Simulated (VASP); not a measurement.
Here is a VASP 6.6.1 calculation.

Contents of INCAR:

```
PREC = Accurate
ENCUT = 500
EDIFF = 1E-6
ISMEAR = -1
SIGMA = 0.05
LREAL = False
LASPH = True
NELM = 200
ALGO = Normal
ISIF = 2
LWAVE = False
LCHARG = False
ISPIN = 2
MAGMOM = 0 0 4 4 0
LORBIT = 11
LMAXMIX = 4
GGA = PS
NBANDS = 45
GGA_COMPAT = False
```

Contents of KPOINTS:

```
Automatic mesh
0
Gamma
  7 7 4
```

POSCAR

```
CaMn2Bi2
1.0
    4.4265494633      0.0000000000      0.0000000000
   -2.2132747317      3.8335042863      0.0000000000
    0.0000000000      0.0000000000      7.7823157755
Bi Mn Ca
2 2 1
Direct
    0.3333333333      0.6666666667      0.7478470179
    0.6666666667      0.3333333333      0.2521529821
    0.3333333333      0.6666666667      0.3907022748
    0.6666666667      0.3333333333      0.6092977252
    0.0000000000      0.0000000000      0.0000000000
```

Potentials or basis: VASP PAW PBE potentials, release 64 (Bi_d, Mn_pv, Ca_sv).

Command:

```sh
$ cat potpaw_PBE.64/Bi_d/POTCAR potpaw_PBE.64/Mn_pv/POTCAR potpaw_PBE.64/Ca_sv/POTCAR > POTCAR
$ mpirun -np 1 vasp_std > vasp.out
```

**Question.** Predict the site moments.

**Answer.** Bi -0.06; Mn +3.85; Ca +0.03 μB.

**Question.** What does it give for the pressure?

**Answer.** 0.0 GPa.

**Question.** Predict the net moment.

**Answer.** 8.32 μB per cell.

Forces in eV/Å, atoms in the order of the input:
```
Bi   0.000  0.000 -0.001
Bi   0.000  0.000  0.001
Mn   0.000  0.000 -0.002
Mn   0.000  0.000  0.002
Ca   0.000  0.000  0.000
```

Caveat: the PAW data sets were made with another functional, which shifts forces and pressure a little.
